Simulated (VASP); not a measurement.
# SnO2 (I4_1/amd) in VASP: a series of runs, part 2 of 2

VASP 6.6.1. Earlier steps stand in the parts before.

## (3) Single point, LDA

This run uses another cell than the first one, of the same volume but with other edges.

File INCAR:

```
SYSTEM = SnO2
  PREC = Accurate
  ENCUT = 520
  EDIFF = 1E-6
  ISMEAR = 0
  SIGMA = 0.05
  LREAL = .False.
  LASPH = .True.
  NELM = 60
  ALGO = Normal
  ISIF = 2
  LWAVE = .False.
  LCHARG = .False.
  NBANDS = 35
```

File KPOINTS:

```
Automatic mesh
0
Gamma
  10 10 10
  0 0 0
```

File POSCAR:

```
SnO2
1.0
   -1.8690039238      1.8690039238      5.7480375431
    1.8690039238     -1.8690039238      5.7480375431
    1.8690039238      1.8690039238     -5.7480375431
Sn O
2 4
Direct
    0.7500000000      0.2500000000      0.5000000000
    0.0000000000      0.0000000000      0.0000000000
    0.7969975836      0.7969975836      0.0000000000
    0.9530024164      0.4530024164      0.5000000000
    0.2030024164      0.2030024164      0.0000000000
    0.5469975836      0.0469975836      0.5000000000
```

Potentials or basis: VASP PAW LDA potentials, release 64 (Sn_d, O).

Launch:

```console
$ cat potpaw_LDA.64/Sn_d/POTCAR potpaw_LDA.64/O/POTCAR > POTCAR
$ mpirun -np 1 vasp_std > vasp.out
```

OUTCAR:

```text
SYSTEM = SnO2
   PREC = Accurate
   ENCUT = 520
   EDIFF = 1E-6
   ISMEAR = 0
   LREAL = .False.
   LASPH = .True.
   NELM = 60
   ISIF = 2

 ion  position               nearest neighbor table
   1  0.750  0.250  0.500-   3 1.95   5 1.95   3 1.95   5 1.95   4 2.33   6 2.33   2 3.43   2 3.43
                             2 3.43   2 3.43
   2  0.000  0.000  0.000-   6 1.95   4 1.95   6 1.95   4 1.95   3 2.33   5 2.33   1 3.43   1 3.43
                             1 3.43   1 3.43
   3  0.797  0.797  0.000-   1 1.95   1 1.95   2 2.33
   4  0.953  0.453  0.500-   2 1.95   2 1.95   1 2.33
   5  0.203  0.203  0.000-   1 1.95   1 1.95   2 2.33
   6  0.547  0.047  0.500-   2 1.95   2 1.95   1 2.33

  LATTYP: Found a body centered tetragonal cell.
 ALAT       =     3.7380078476
 C/A-ratio  =     3.0754550431

  Lattice vectors:

 A1 = (  -1.8690039238,   1.8690039238,   5.7480375431)
 A2 = (   1.8690039238,  -1.8690039238,   5.7480375431)
 A3 = (   1.8690039238,   1.8690039238,  -5.7480375431)

Analysis of symmetry for initial positions (statically):
=====================================================================
 Subroutine PRICEL returns:
 Original cell was already a primitive cell.

 Routine SETGRP: Setting up the symmetry group for a
 body centered tetragonal supercell.

 Subroutine GETGRP returns: Found 16 space group operations
 (whereof  8 operations were pure point group operations)
 out of a pool of 16 trial point group operations.

The static configuration has the point symmetry D_2d.
 The point group associated with its full space group is D_4h.

Analysis of symmetry for dynamics (positions and initial velocities):
=====================================================================
 Subroutine PRICEL returns:
 Original cell was already a primitive cell.

 Routine SETGRP: Setting up the symmetry group for a
 body centered tetragonal supercell.

 Subroutine GETGRP returns: Found 16 space group operations
 (whereof  8 operations were pure point group operations)
 out of a pool of 16 trial point group operations.

The dynamic configuration has the point symmetry D_2d.
 The point group associated with its full space group is D_4h.

 Subroutine INISYM returns: Found 16 space group operations
 (whereof  8 operations are pure point group operations),
 and found     1 'primitive' translations

----------------------------------------------------------------------------------------

                                     Primitive cell

  volume of cell :      80.3156

  direct lattice vectors                    reciprocal lattice vectors
    -1.869003924  1.869003924  5.748037543     0.000000000  0.267522178  0.086986210
     1.869003924 -1.869003924  5.748037543     0.267522178  0.000000000  0.086986210
     1.869003924  1.869003924 -5.748037543     0.267522178  0.267522178  0.000000000

  length of vectors
     6.326633143  6.326633143  6.326633143     0.281308934  0.281308934  0.378333492

  position of ions in fractional coordinates (direct lattice)
     0.750000000  0.250000000  0.500000000
     0.000000000  0.000000000  0.000000000
     0.796997584  0.796997584  0.000000000
     0.953002416  0.453002416  0.500000000
     0.203002416  0.203002416  0.000000000
     0.546997584  0.046997584  0.500000000
[... 29 lines left out ...]
     0.000000000  0.000000000  0.000000000

 Subroutine IBZKPT returns following result:
 ===========================================

 Found    102 irreducible k-points:

 Following reciprocal coordinates:
            Coordinates               Weight
  0.000000  0.000000  0.000000      1.000000
  0.100000 -0.000000  0.000000      8.000000
  0.200000 -0.000000  0.000000      8.000000
  0.300000  0.000000  0.000000      8.000000
  0.400000 -0.000000  0.000000      8.000000
  0.500000  0.000000  0.000000      4.000000
[... 16 lines left out ...]
  0.300000  0.300000 -0.000000      8.000000
  0.400000  0.300000  0.000000     16.000000
 [... further k-points ...]
   k-points           NKPTS =    102   k-points in BZ     NKDIM =    102   number of bands    NBANDS=     35
   number of dos      NEDOS =    301   number of ions     NIONS =      6
   total plane-waves  NPLWV = 110592
   dimension x,y,z NGX =    48 NGY =   48 NGZ =   48
   dimension x,y,z NGXF=    96 NGYF=   96 NGZF=   96
   ions per type =               2   4
   NGX,Y,Z   is equivalent  to a cutoff of  12.61, 12.61, 12.61 a.u.
   NGXF,Y,Z  is equivalent  to a cutoff of  25.23, 25.23, 25.23 a.u.
 SYSTEM =  SnO2
   PREC   = accura    normal or accurate (medium, high low for compatibility)
   ISTART =      0    job   : 0-new  1-cont  2-samecut
   ICHARG =      2    charge: 1-file 2-atom 10-const
   ISPIN  =      1    spin polarized calculation?
   LNONCOLLINEAR =      F non collinear calculations
   LSORBIT =      F    spin-orbit coupling
   LASPH  =      T    aspherical Exc in radial PAW
   ENCUT  =  520.0 eV  38.22 Ry    6.18 a.u.  11.76 11.76 11.76*2*pi/ulx,y,z
   NELM   =     60;   NELMIN=  2; NELMDL= -5     # of ELM steps
   EDIFF  = 0.1E-05   stopping-criterion for ELM
   LREAL  =      F    real-space projection
   EDIFFG = 0.1E-04   stopping-criterion for IOM
   NSW    =      0    number of steps for IOM
   IBRION =     -1    ionic relax: 0-MD 1-quasi-New 2-CG
   NFREE  =      0    steps in history (QN), initial steepest desc. (CG)
   ISIF   =      2    stress and relaxation
   ISYM   =      2    0-nonsym 1-usesym 2-fastsym
   POTIM  = 0.5000    time-step for ionic-motion
   TEBEG  =    0.0;   TEEND  =   0.0 temperature during run
   PSTRESS=    0.0 pullay stress
   NELECT =      52.0000    total number of electrons
   NUPDOWN=      -1.0000    fix difference up-down
   EMIN   =  10.00;   EMAX   =-10.00  energy-range for DOS
   EFERMI =   0.00;   METHOD = LEGACY
   ISMEAR =     0;   SIGMA  =   0.05  broadening in eV -4-tet -1-fermi 0-gaus
   EFERMI_NEDOS =   21; number of points for ismear=-14 and -15
   IALGO  =     38    algorithm
   IMIX   =      4    mixing-type and parameters
     AMIX     =   0.40;   BMIX     =  1.00
     AMIX_MAG =   1.60;   BMIX_MAG =  1.00
  volume/ion in A,a.u.               =      13.39        90.33
  Fermi-wavevector in a.u.,A,eV,Ry     =   1.416259  2.676341 27.290414  2.005789
  Thomas-Fermi vector in A             =   2.537612
   LORBIT       =      0    0 simple, 1 ext, 2 COOP (PROOUT), +10 PAW based schemes
   GGA     = CA    functional components
   LHFCALC =     F    Hartree Fock is set to
   AEXX    =    0.0000 exact exchange contribution
   IVDW    =     0    specifies the selected vdW correction
   LEPSILON=     F    determine dielectric tensor
   LRPA    =     F    only Hartree local field effects (RPA)
 non-spin polarized calculation
 Gauss-broadening in eV      SIGMA  =   0.05
  energy-cutoff  :      520.00
  volume of cell :       80.32
 maximum number of plane-waves:      2184
   NGX = 23   NGY = 23   NGZ = 23

 number of electron      52.0000011 magnetization

 Free energy of the ion-electron system (eV)
  ---------------------------------------------------
  ext. energy  EPLUGINS =         0.00000000
  ---------------------------------------------------
  free energy    TOTEN  =       -40.78642318 eV

  energy without entropy =      -40.78642318  energy(sigma->0) =      -40.78642318

 E-fermi :   4.3178     XC(G=0): -10.9864

 val. band max:        4.0755236502   @ k =  -0.4000   0.4000   0.0000
 cond. band min:       5.5989076319   @ k =   0.0000   0.0000   0.0000
 fundamental gap:      1.5233839817
 Fermi energy:         4.3178339022

 k-point     1 :       0.0000    0.0000    0.0000
  band No.  band energies     occupation
      1     -16.6273      2.00000
      2     -16.5155      2.00000
      3     -16.1594      2.00000
      4     -15.7192      2.00000
      5     -15.4843      2.00000
      6     -15.4843      2.00000
[... 901 lines left out ...]
     34      14.5891      0.00000
     35      16.9013      0.00000

 [... further k-points ...]
[... 5 lines left out ...]
  --------------------------------------------------------------------------------------
  -------------------------------------------------------------------------------------
  Total        7.3785459      7.3785459     -6.3007698      0.0000000      0.0000000      0.0000000
  in kB      147.1910320    147.1910320   -125.6909999      0.0000000      0.0000000      0.0000000
  external PRESSURE =      56.2303547 kB  Pullay stress =       0.0000000 kB

 VOLUME and BASIS-vectors are now :
 -----------------------------------------------------------------------------
  energy-cutoff  :      520.00
  volume of cell :       80.32
      direct lattice vectors                 reciprocal lattice vectors
    -1.869003924  1.869003924  5.748037543     0.000000000  0.267522178  0.086986210
     1.869003924 -1.869003924  5.748037543     0.267522178  0.000000000  0.086986210
     1.869003924  1.869003924 -5.748037543     0.267522178  0.267522178  0.000000000

 POSITION                                       TOTAL-FORCE (eV/Angst)
 -----------------------------------------------------------------------------------
      0.00000      1.86900      2.87402         0.000000      0.000000      0.000000
      0.00000      0.00000      0.00000         0.000000      0.000000      0.000000
      0.00000      0.00000      9.16234         0.000000      0.000000      1.473456
      0.00000      1.86900      5.20775        -0.000000     -0.000000     -1.473456
      0.00000      0.00000      2.33373        -0.000000     -0.000000     -1.473456
      0.00000      1.86900      0.54029         0.000000      0.000000      1.473456
 -----------------------------------------------------------------------------------
    total drift:                                0.000000     -0.000000      0.000000

  FREE ENERGIE OF THE ION-ELECTRON SYSTEM (eV)
  ---------------------------------------------------
  free  energy   TOTEN  =       -40.7864231801 eV

  energy  without entropy=      -40.7864231801  energy(sigma->0) =      -40.78642318
```

OSZICAR:

```text
N       E                     dE             d eps       ncg     rms          rms(c)
DAV:   1     0.644515687272E+03    0.64452E+03   -0.25623E+04  7779   0.225E+03
DAV:   2     0.577529288058E+02   -0.58676E+03   -0.55256E+03  7772   0.611E+02
DAV:   3    -0.422441796153E+02   -0.99997E+02   -0.98060E+02  7749   0.211E+02
DAV:   4    -0.476471285765E+02   -0.54029E+01   -0.53634E+01  8754   0.538E+01
DAV:   5    -0.477936148997E+02   -0.14649E+00   -0.14634E+00  8743   0.931E+00    0.169E+01
DAV:   6    -0.408508634517E+02    0.69428E+01   -0.19983E+01 11641   0.703E+01    0.650E+00
DAV:   7    -0.408981605260E+02   -0.47297E-01   -0.24148E+00  7734   0.859E+00    0.345E+00
DAV:   8    -0.408063479616E+02    0.91813E-01   -0.31840E-01 10918   0.544E+00    0.824E-01
DAV:   9    -0.407861484786E+02    0.20199E-01   -0.61705E-02 11335   0.409E+00    0.157E-01
DAV:  10    -0.407863970124E+02   -0.24853E-03   -0.53892E-03 10055   0.634E-01    0.528E-02
DAV:  11    -0.407864232015E+02   -0.26189E-04   -0.35904E-04 11636   0.264E-01    0.200E-02
DAV:  12    -0.407864299202E+02   -0.67187E-05   -0.48627E-05 10011   0.612E-02    0.189E-02
DAV:  13    -0.407864228640E+02    0.70563E-05   -0.26362E-05  9981   0.774E-02    0.324E-03
DAV:  14    -0.407864231801E+02   -0.31615E-06   -0.40961E-06  6686   0.164E-02
   1 F= -.40786423E+02 E0= -.40786423E+02  d E =-.122820E-13
```

It took 12 min on 1 thread of AMD EPYC 7R43 (Zen 3), shared host; peak memory 0.36 GiB.

Results:

| Property | Result |
| --- | --- |
| Free energy | -40.7864 eV |
| Pressure | 5.6 GPa |
| Largest force | 1.473 eV/Å |
| Band gap on the k mesh | 1.52 eV (least direct gap 1.90 eV) |

Forces in eV/Å, atoms in the order of the input:
```
Sn   0.000  0.000  0.000
Sn   0.000  0.000  0.000
O    0.000  0.000  1.473
O    0.000  0.000 -1.473
O    0.000  0.000 -1.473
O    0.000  0.000  1.473
```

Levels at points of the mesh, in eV from the valence-band top:
| k point | band 23 | band 24 | band 25 | band 26 | band 27 | band 28 | band 29 | band 30 |
| --- | --- | --- | --- | --- | --- | --- | --- | --- |
| (0.00, 0.00, 0.00) | -0.73 | -0.50 | -0.38 | -0.38 | 1.52 | 5.18 | 7.04 | 8.51 |
| (0.50, 0.00, 0.00) | -0.72 | -0.71 | -0.66 | -0.40 | 5.08 | 5.65 | 7.50 | 8.41 |
| (0.50, 0.50, 0.00) | -0.74 | -0.74 | -0.04 | -0.04 | 7.62 | 7.62 | 7.74 | 7.74 |
| (0.50, 0.50, 0.50) | -0.98 | -0.98 | -0.27 | -0.27 | 3.92 | 3.92 | 6.76 | 6.76 |

Caveat: the cell stands under pressure; spin-orbit coupling is left out, which moves the levels of the heavy elements; forces of over 1 eV/Å act on the atoms, so gaps and moduli don't describe the material at rest.

## (4) Single point, LDA

This run uses another cell than the first one, of the same volume but with other edges.

File INCAR:

```
SYSTEM = SnO2
PREC     = Accurate       ! precision mode
ENCUT    = 520            ! plane-wave cutoff, eV
EDIFF    = 1E-7           ! SCF threshold, eV
ISMEAR   = 0              ! smearing method
SIGMA    = 0.05           ! smearing width, eV
LREAL    = .FALSE.        ! projectors in reciprocal space
LASPH    = .TRUE.         ! aspherical terms in the spheres
NELM     = 100            ! most SCF steps
ALGO     = Normal         ! electronic algorithm
ISIF     = 2              ! what is computed and relaxed
LWAVE    = .FALSE.        ! write WAVECAR
LCHARG   = .FALSE.        ! write CHGCAR
NBANDS   = 35             ! bands
```

File KPOINTS:

```
Automatic mesh
0
G
  10 10 10
  0 0 0
```

Edit POSCAR of step 3 so:

```diff
@@ -2,5 +2,5 @@
 1.0
-   -1.8690039238      1.8690039238      5.7480375431
-    1.8690039238     -1.8690039238      5.7480375431
-    1.8690039238      1.8690039238     -5.7480375431
+   -2.0420890945      2.0420890945      4.8149374566
+    2.0420890945     -2.0420890945      4.8149374566
+    2.0420890945      2.0420890945     -4.8149374566
 Sn O
```

Potentials or basis: VASP PAW LDA potentials, release 64 (Sn_d, O).

Launch:

```console
$ cat potpaw_LDA.64/Sn_d/POTCAR potpaw_LDA.64/O/POTCAR > POTCAR
$ mpirun -np 1 vasp_std > vasp.out
```

OUTCAR:

```text
SYSTEM = SnO2
   PREC = Accurate
   ENCUT = 520
   EDIFF = 1E-7
   ISMEAR = 0
   LREAL = .FALSE.
   LASPH = .TRUE.
   NELM = 100
   ISIF = 2

 ion  position               nearest neighbor table
   1  0.750  0.250  0.500-   4 1.95   6 1.95   5 2.09   3 2.09   3 2.09   5 2.09   2 3.16   2 3.16
                             2 3.16   2 3.16
   2  0.000  0.000  0.000-   3 1.95   5 1.95   4 2.09   6 2.09   6 2.09   4 2.09   1 3.16   1 3.16
                             1 3.16   1 3.16
   3  0.797  0.797  0.000-   2 1.95   1 2.09   1 2.09
   4  0.953  0.453  0.500-   1 1.95   2 2.09   2 2.09
   5  0.203  0.203  0.000-   2 1.95   1 2.09   1 2.09
   6  0.547  0.047  0.500-   1 1.95   2 2.09   2 2.09

[... 1122 lines left out ...]
  Total       -1.2286119     -1.2286119     10.5594419      0.0000000      0.0000000      0.0000000
  in kB      -24.5089827    -24.5089827    210.6451847      0.0000000      0.0000000      0.0000000
  external PRESSURE =      53.8757398 kB  Pullay stress =       0.0000000 kB

 VOLUME and BASIS-vectors are now :
 -----------------------------------------------------------------------------
  energy-cutoff  :      520.00
  volume of cell :       80.32
      direct lattice vectors                 reciprocal lattice vectors
    -2.042089095  2.042089095  4.814937457     0.000000000  0.244847299  0.103843509
     2.042089095 -2.042089095  4.814937457     0.244847299  0.000000000  0.103843509
     2.042089095  2.042089095 -4.814937457     0.244847299  0.244847299  0.000000000

 POSITION                                       TOTAL-FORCE (eV/Angst)
 -----------------------------------------------------------------------------------
     -0.00000      2.04209      2.40747        -0.000000     -0.000000     -0.000000
      0.00000      0.00000      0.00000        -0.000000     -0.000000      0.000000
      0.00000      0.00000      7.67499         0.000000     -0.000000     -1.370162
     -0.00000      2.04209      4.36236        -0.000000      0.000000      1.370162
      0.00000      0.00000      1.95489         0.000000     -0.000000      1.370162
      0.00000      2.04209      0.45258        -0.000000      0.000000     -1.370162
 -----------------------------------------------------------------------------------
    total drift:                               -0.000000     -0.000000      0.000000

  FREE ENERGIE OF THE ION-ELECTRON SYSTEM (eV)
  ---------------------------------------------------
  free  energy   TOTEN  =       -41.4220139456 eV

  energy  without entropy=      -41.4220139456  energy(sigma->0) =      -41.42201395
```

OSZICAR:

```text
N       E                     dE             d eps       ncg     rms          rms(c)
DAV:   1     0.644017534734E+03    0.64402E+03   -0.25535E+04  7900   0.225E+03
DAV:   2     0.569734438956E+02   -0.58704E+03   -0.55276E+03  7812   0.610E+02
DAV:   3    -0.423341689795E+02   -0.99308E+02   -0.97667E+02  7712   0.211E+02
DAV:   4    -0.476979634083E+02   -0.53638E+01   -0.53231E+01  9022   0.539E+01
DAV:   5    -0.478420761631E+02   -0.14411E+00   -0.14395E+00  8716   0.922E+00    0.163E+01
DAV:   6    -0.414622322059E+02    0.63798E+01   -0.18287E+01 11368   0.665E+01    0.651E+00
DAV:   7    -0.415167276898E+02   -0.54495E-01   -0.22672E+00  7770   0.842E+00    0.332E+00
DAV:   8    -0.414388456343E+02    0.77882E-01   -0.26484E-01 11210   0.513E+00    0.779E-01
DAV:   9    -0.414217997254E+02    0.17046E-01   -0.51584E-02 11273   0.371E+00    0.147E-01
DAV:  10    -0.414219779611E+02   -0.17824E-03   -0.44274E-03  9568   0.597E-01    0.569E-02
DAV:  11    -0.414220134121E+02   -0.35451E-04   -0.26491E-04 11528   0.203E-01    0.217E-02
DAV:  12    -0.414220186098E+02   -0.51977E-05   -0.31235E-05  9425   0.465E-02    0.167E-02
DAV:  13    -0.414220137847E+02    0.48251E-05   -0.18660E-05 11218   0.622E-02    0.244E-03
DAV:  14    -0.414220139422E+02   -0.15750E-06   -0.21524E-06  9900   0.127E-02    0.203E-03
DAV:  15    -0.414220139456E+02   -0.34106E-08   -0.53314E-08  4785   0.194E-03
   1 F= -.41422014E+02 E0= -.41422014E+02  d E =-.967062E-17
```

stdout:

```text
POSCAR found type information on POSCAR SnO
 POSCAR found :  2 types and       6 ions
 scaLAPACK will be used
 LDA part: xc-table for (Slater(with rela. corr.)+CA(PZ))
 , standard interpolation
 POSCAR, INCAR and KPOINTS ok, starting setup
 FFT: planning ... GRIDC
 FFT: planning ... GRID_SOFT
 FFT: planning ... GRID
 WAVECAR not read
 entering main loop
```

It took 11 min on 1 thread of AMD EPYC 7R43 (Zen 3), shared host; peak memory 0.32 GiB.

Results:

```
Free energy            : -41.4220 eV
Pressure               : 5.4 GPa
Largest force          : 1.370 eV/Å
Band gap on the k mesh : 2.12 eV (least direct gap 2.58 eV)
```

Forces on the atoms (eV/Å):
```
Sn   0.000  0.000  0.000
Sn   0.000  0.000  0.000
O    0.000  0.000 -1.370
O    0.000  0.000  1.370
O    0.000  0.000  1.370
O    0.000  0.000 -1.370
```

Stress tensor (GPa, compression positive):
```
-2.45  0.00  0.00
 0.00 -2.45  0.00
 0.00  0.00 21.06
```

Levels at points of the mesh, in eV from the valence-band top:
```
           k point  band 23  band 24  band 25  band 26  band 27  band 28  band 29  band 30
(0.00, 0.00, 0.00)    -0.66    -0.66    -0.46    -0.46     2.12     6.14     9.43    10.19
(0.50, 0.00, 0.00)    -0.83    -0.81    -0.61    -0.36     5.20     6.62     8.03     8.45
(0.50, 0.50, 0.00)    -0.59    -0.59    -0.12    -0.12     7.40     7.40     7.59     7.59
(0.50, 0.50, 0.50)    -1.08    -1.08    -0.34    -0.34     4.84     4.84     7.79     7.79
```

Caveat: the cell stands under pressure; spin-orbit coupling is left out, which moves the levels of the heavy elements; forces of over 1 eV/Å act on the atoms, so gaps and moduli don't describe the material at rest. A k mesh can miss the band edges.

## (5) Summary

```tsv
cell	gap on the mesh (eV)	pressure (GPa)	largest force (eV/Å)
a = 5.446 Å, angles 134.7, 134.7, 66.0°, 6 atoms	2.57	14.4	3.36
a = 6.327 Å, angles 145.6, 145.6, 49.4°, 6 atoms	1.52	5.6	1.47
a = 5.615 Å, angles 137.3, 137.3, 61.9°, 6 atoms	2.12	5.4	1.37
```

Alike in all rows: task single point; level LDA; potentials or basis VASP PAW LDA potentials, release 64 (Sn_d, O); no spin polarisation; k mesh 10 × 10 × 10; cutoff (eV) 520; smearing gaussian 0.05 eV.

Caveats: the cell stands under pressure; spin-orbit coupling is left out, which moves the levels of the heavy elements; forces of over 1 eV/Å act on the atoms, so gaps and moduli don't describe the material at rest.

Absolute energies hang on the potentials; compare differences alone.
